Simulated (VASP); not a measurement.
Set up this calculation in VASP 6.6.1, as the native input.

* Task: single point
* Functional: LDA
* Potentials or basis: VASP PAW LDA potentials, release 64 (Li_sv, Pb_d)
* Cutoff: 520 eV
* k mesh: 15 × 15 × 15
* Occupations: gaussian, width 0.15 eV
* Spin: no spin polarisation
* Dipole correction: no
* Further INCAR settings: ALGO = Fast; EDIFF = 1e-07; NBANDS = 16

The structure of LiPb lies in POSCAR:

```
LiPb
1.0
    2.3688252697      1.3676419071      2.1658035000
   -2.3688252697      1.3676419071      2.1658035000
    0.0000000000     -2.7352838143      2.1658035000
Li Pb
1 1
Direct
    0.5000000000      0.5000000000      0.5000000000
    0.0000000000      0.0000000000      0.0000000000
```

This cell differs from its parent crystal: strain -0.050 along x and y, +0.050 along z.

The input as run:

INCAR

```
PREC = Accurate
ENCUT = 520
EDIFF = 1E-7
ISMEAR = 0
SIGMA = 0.15
LREAL = F
LASPH = T
NELM = 60
ALGO = Fast
ISIF = 2
LWAVE = F
LCHARG = F
NBANDS = 16
```

KPOINTS

```
regular mesh
0
Gamma
  15 15 15
```

Potentials or basis: VASP PAW LDA potentials, release 64 (Li_sv, Pb_d).

The run is started by

```bash
$ cat potpaw_LDA.64/Li_sv/POTCAR potpaw_LDA.64/Pb_d/POTCAR > POTCAR
$ mpirun -np 1 vasp_std > vasp.out
```

It took 4.3 min on 1 thread of Intel Xeon 6975P-C, with other jobs on the host, peak memory 0.31 GiB.
